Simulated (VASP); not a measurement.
Crystal: C.

```
C
1.0
     2.52210    0.00000    0.00000
    -1.26105    2.18420    0.00000
     0.00000    0.00000   12.35570
C
12
Direct
  0.66667 0.33333 0.35417
  0.33333 0.66667 0.85417
  0.66667 0.33333 0.14583
  0.33333 0.66667 0.64583
  0.66667 0.33333 0.47917
  0.33333 0.66667 0.97917
  0.66667 0.33333 0.02083
  0.33333 0.66667 0.52083
  0.00000 0.00000 0.81250
  0.00000 0.00000 0.31250
  0.00000 0.00000 0.68750
  0.00000 0.00000 0.18750
```

```yaml
Program: VASP 6.6.1
Task: relaxation of cell and atoms
Functional: RPBE
Dispersion: D4
Potentials_or_basis: VASP PAW PBE potentials, release 64 (C)
Cutoff: 600 eV
k_mesh: 12 × 12 × 3
Occupations: fermi-dirac, width 0.05 eV
Spin: no spin polarisation
```

At the start: pressure -6.0 GPa; volume 5.67 Å³/atom.

Question: Where does the relaxation end?

Answer: Over 8 steps the energy falls by 3.0 meV/atom and the volume is 5.59 Å³/atom (-1.4 %); space group P6_3/mmc (No. 194, to 0.1 Å) before and after.

Step by step:
| step | energy change (eV) | largest force (eV/Å) | pressure (GPa) | volume (Å³) |
| --- | --- | --- | --- | --- |
| 1 | 0.0000 | 0.3369 | -6.04 | 68.06 |
| 2 | 0.0130 | 0.4650 | 8.12 | 65.97 |
| 3 | -0.0356 | 0.1021 | 0.20 | 67.09 |
| 4 | -0.0346 | 0.1500 | 0.02 | 67.12 |
| 5 | -0.0363 | 0.0324 | 0.13 | 67.10 |
| 6 | -0.0363 | 0.0296 | 0.13 | 67.10 |
| 7 | -0.0363 | 0.0174 | -0.10 | 67.14 |
| 8 | -0.0363 | 0.0035 | -0.01 | 67.12 |

Final structure:
```yaml
crystal:
  lattice:
    - [2.50491, 0.00000, 0.00000]
    - [-1.25246, 2.16932, 0.00000]
    - [0.00000, 0.00000, 12.35251]
  atoms:
    - { symbol: C, position: [0.66667, 0.33333, 0.35490] }
    - { symbol: C, position: [0.33333, 0.66667, 0.85490] }
    - { symbol: C, position: [0.66667, 0.33333, 0.14510] }
    - { symbol: C, position: [0.33333, 0.66667, 0.64510] }
    - { symbol: C, position: [0.66667, 0.33333, 0.47924] }
    - { symbol: C, position: [0.33333, 0.66667, 0.97924] }
    - { symbol: C, position: [0.66667, 0.33333, 0.02076] }
    - { symbol: C, position: [0.33333, 0.66667, 0.52076] }
    - { symbol: C, position: [0.00000, 0.00000, 0.81311] }
    - { symbol: C, position: [0.00000, 0.00000, 0.31311] }
    - { symbol: C, position: [0.00000, 0.00000, 0.68689] }
    - { symbol: C, position: [0.00000, 0.00000, 0.18689] }
```

Caveat: the PAW data sets were made with another functional, which shifts forces and pressure a little.
